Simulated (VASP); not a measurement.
Write the native input for VASP 6.6.1 that does the following.

```
Task                   : single point
Functional             : PBEsol
Potentials or basis    : VASP PAW PBE potentials, release 64 (W_sv, Se)
Cutoff                 : 520 eV
k mesh                 : 12 × 12 × 2
Occupations            : gaussian, width 0.02 eV
Spin                   : no spin polarisation
Dipole correction      : no
Further INCAR settings : ALGO = Normal; EDIFF = 1e-07; NBANDS = 20
```

The structure of WSe2 lies in POSCAR:

```
WSe2
1.0
    3.2702526708      0.0000000000      0.0000000000
   -1.6351263354      2.8321218897      0.0000000000
    0.0000000000      0.0000000000     17.6608898950
W Se
1 2
Direct
    0.0000000000      0.0000000000      0.0000000000
    0.3333333333      0.6666666667      0.0947124483
    0.3333333333      0.6666666667      0.9052875517
```

This cell differs from its parent crystal: strain along c alone, the other axes held: +6.0 %, then relaxed in part.

The input as run:

INCAR

```
SYSTEM = WSe2
  PREC = Accurate
  ENCUT = 520
  EDIFF = 1E-7
  ISMEAR = 0
  SIGMA = 0.02
  LREAL = .FALSE.
  LASPH = .TRUE.
  NELM = 100
  ALGO = Normal
  ISIF = 2
  LWAVE = .FALSE.
  LCHARG = .TRUE.
  GGA = PS
  LELF = .TRUE.
  LVHAR = .TRUE.
  NBANDS = 20
```

KPOINTS

```
Automatic mesh
0
G
  12 12 2
  0 0 0
```

Potentials or basis: VASP PAW PBE potentials, release 64 (W_sv, Se).

The run is started by

```bash
$ cat potpaw_PBE.64/W_sv/POTCAR potpaw_PBE.64/Se/POTCAR > POTCAR
$ mpirun -np 1 vasp_std > vasp.out
```

Results of the run:

```
Largest force          : 0.061 eV/Å
Band gap on the k mesh : 1.69 eV
```

Caveat: the cell differs from its parent crystal (strain along c alone, the other axes held: +6.0 %, then relaxed in part); the PAW data sets were made with another functional, which shifts forces and pressure a little; spin-orbit coupling is left out, which moves the levels of the heavy elements.

It took 74 s on 1 thread of Intel(R) Xeon(R) 6975P-C (Granite Rapids), with other jobs on the host, peak memory 0.33 GiB.
